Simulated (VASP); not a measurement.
Set up this calculation in VASP 6.6.1, as the native input.

```
Task                   : relaxation of cell and atoms
Functional             : PBE
Dispersion             : D3(BJ)
Potentials or basis    : VASP PAW PBE potentials, release 64 (Si, C)
Cutoff                 : 600 eV
k mesh                 : 24 × 24 × 8
Occupations            : gaussian, width 0.1 eV
Spin                   : no spin polarisation
Dipole correction      : no
Further INCAR settings : ALGO = Normal; EDIFF = 1e-06; IBRION = 2; EDIFFG = -0.01; NSW = 100; ISIF = 3
```

The structure of SiC2 lies in POSCAR:

```
SiC2
1.0
    2.4677706735      0.0000000000      0.0000000000
   -1.2338853368      2.1371520940      0.0000000000
    0.0000000000      0.0000000000      7.0647017542
Si C
1 2
Direct
    0.0000000000      0.0000000000      0.0000000000
    0.3333333333      0.6666666667      0.5000000000
    0.6666666667      0.3333333333      0.5000000000
```

These files were run (other wordings do the same):

INCAR

```
SYSTEM = SiC2
PREC     = Accurate       ! precision mode
ENCUT    = 600            ! plane-wave cutoff, eV
EDIFF    = 1E-6           ! SCF threshold, eV
ISMEAR   = 0              ! smearing method
SIGMA    = 0.1            ! smearing width, eV
LREAL    = .FALSE.        ! projectors in reciprocal space
LASPH    = .TRUE.         ! aspherical terms in the spheres
NELM     = 100            ! most SCF steps
ALGO     = Normal         ! electronic algorithm
ISIF     = 3              ! what is computed and relaxed
LWAVE    = .FALSE.        ! write WAVECAR
LCHARG   = .FALSE.        ! write CHGCAR
GGA      = PE             ! functional
IVDW     = 12             ! dispersion correction
IBRION   = 2              ! ionic algorithm
NSW      = 100            ! ionic steps
EDIFFG   = -0.01          ! ionic threshold
```

KPOINTS

```
Automatic mesh
0
G
  24 24 8
  0 0 0
```

Potentials or basis: VASP PAW PBE potentials, release 64 (Si, C).

Command:

```console
$ cat potpaw_PBE.64/Si/POTCAR potpaw_PBE.64/C/POTCAR > POTCAR
$ mpirun -np 1 vasp_std > vasp.out
```

It gave:

The relaxed volume is 12.43 Å³/atom. The relaxed cell is a = 2.465 Å, b = 2.465 Å, c = 7.086 Å, α = 90.00°, β = 90.00°, γ = 120.00° and the space group after relaxing (to 0.1 Å) is P6/mmm (No. 191). The energy gained by relaxing is 0.1 meV/atom, the ionic steps are 6 and the pressure after relaxing is 0.0 GPa. The band gap on the k mesh is zero (bands 6 and 7 overlap by 1.51 eV). The dispersion energy per atom is -0.206 eV.

It took 5.8 min on 1 thread of Intel Xeon 8259CL, on a shared host, peak memory 0.28 GiB.
